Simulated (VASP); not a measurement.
Write the native input for VASP 6.6.1 that does the following.

| Item | Value |
| --- | --- |
| Task | relaxation of the atoms |
| Functional | r2SCAN |
| Potentials or basis | VASP PAW PBE potentials, release 64 (Zr_sv, P) |
| Cutoff | 520 eV |
| k mesh | 8 × 8 × 8 |
| Occupations | gaussian, width 0.1008 eV |
| Spin | no spin polarisation |
| Dipole correction | no |
| Further INCAR settings | ALGO = Normal; EDIFF = 1e-06; IBRION = 2; EDIFFG = -0.03; NSW = 60 |

Crystal: ZrP3.

```xyz
4
Lattice="0.0000 3.9761 0.0000 3.9761 0.0000 0.0000 1.9881 1.9881 -4.3701" Properties=species:S:1:pos:R:3 pbc="T T T"
Zr    0.0000    0.0000    0.0000
P     1.9881    1.9881    0.0000
P     1.9881    3.9761   -2.1851
P     3.9761    1.9881   -2.1851
```

The input as run:

POSCAR

```
ZrP3
1.0
    0.0000000000      3.9761100000      0.0000000000
    3.9761100000      0.0000000000      0.0000000000
    1.9880550000      1.9880550000     -4.3701160000
Zr P
1 3
Direct
    0.0000000000      0.0000000000      0.0000000000
    0.5000000000      0.5000000000      0.0000000000
    0.7500000000      0.2500000000      0.5000000000
    0.2500000000      0.7500000000      0.5000000000
```

INCAR.step1

```
SYSTEM = ZrP3
PREC = Accurate
ENCUT = 520
ISMEAR = 0
SIGMA = 0.1008
LREAL = .False.
LASPH = .True.
NELM = 80
GGA = PE
ALGO = Normal
EDIFF = 1E-4
LWAVE = .True.
LCHARG = .False.
```

INCAR.step2

```
SYSTEM = ZrP3
PREC = Accurate
ENCUT = 520
EDIFF = 1E-6
ISMEAR = 0
SIGMA = 0.1008
LREAL = .False.
LASPH = .True.
NELM = 80
ALGO = Normal
ISIF = 2
LWAVE = .False.
LCHARG = .False.
METAGGA = R2SCAN
LMIXTAU = .True.
IBRION = 2
NSW = 60
EDIFFG = -0.03
ISTART = 1
```

KPOINTS

```
Automatic mesh
0
Gamma
  8 8 8
  0 0 0
```

Potentials or basis: VASP PAW PBE potentials, release 64 (Zr_sv, P).

The run is started by

```sh
$ cat potpaw_PBE.64/Zr_sv/POTCAR potpaw_PBE.64/P/POTCAR > POTCAR
$ cp INCAR.step1 INCAR
$ mpirun -np 1 vasp_std > vasp.out
$ cp INCAR.step2 INCAR
$ mpirun -np 1 vasp_std > vasp.out
```

Results of the run:

The pressure after relaxing is -8.4 GPa and the band gap on the k mesh is zero (an odd number of electrons rules out a gap without spin polarisation).

Caveat: the PAW data sets were made with another functional, which shifts forces and pressure a little; an odd number of electrons without spin polarisation forces a metal; a magnetic or distorted state may lie lower.

Run time: 2.3 min on 1 thread of Intel(R) Xeon(R) 6975P-C (Granite Rapids) (shared host), peak memory 0.22 GiB.
